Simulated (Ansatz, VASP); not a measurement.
# InP in VASP and in Ansatz

INCAR

```
PREC = Accurate
ENCUT = 520
EDIFF = 1E-6
ISMEAR = 0
SIGMA = 0.05
LREAL = False
LASPH = True
NELM = 60
ALGO = Normal
ISIF = 2
LWAVE = False
LCHARG = False
GGA = PE
IVDW = 13
NBANDS = 16
```

File KPOINTS:

```
regular mesh
0
Gamma
  8 8 8
```

POSCAR

```
InP
1.0
    0.0000000000      2.9305005221      2.9305005221
    2.9305005221      0.0000000000      2.9305005221
    2.9305005221      2.9305005221      0.0000000000
In P
1 1
Direct
    0.0000000000      0.0000000000      0.0000000000
    0.7500000000      0.7500000000      0.7500000000
```

Input for Ansatz:

```yaml
crystal:
  lattice:
    - [0.0, 2.9305005221, 2.9305005221]
    - [2.9305005221, 0.0, 2.9305005221]
    - [2.9305005221, 2.9305005221, 0.0]
  atoms:
    - { symbol: In, position: [0.0, 0.0, 0.0] }
    - { symbol: P, position: [0.75, 0.75, 0.75] }
basis:
  ecutwfc: 420
  ecutrho_ratio: 4
kpoints:
  mp_grid: { grid: [8, 8, 8] }
hamiltonian:
  xc: pbe
  dispersion: d4
scf:
  occupations: { method: gaussian, width: 0.05 }
output:
  forces: true
  stress: true
  eigenvalues: true
```

Alike in both runs: task single point; functional PBE; dispersion D4; k mesh 8 × 8 × 8; occupations gaussian, width 0.05 eV; no spin polarisation.

|  | VASP | Ansatz |
| --- | --- | --- |
| version | VASP 6.6.1 | Ansatz 0.2.0 |
| potentials or method | VASP PAW PBE potentials, release 64 (In_d, P), cutoff 520 eV | scalar-relativistic, plane waves, PAW |
| valence electrons in the cell | 18 | 18 |

Ansatz gave:

* gap on the k mesh at the Fermi level (eV): 0.72
* least direct gap on the mesh (eV): 0.72
* pressure (GPa): 1.1

Question: Which values does VASP return?

Answer: gap on the k mesh at the Fermi level (eV): 0.71; least direct gap on the mesh (eV): 0.71; pressure (GPa): 1.0.
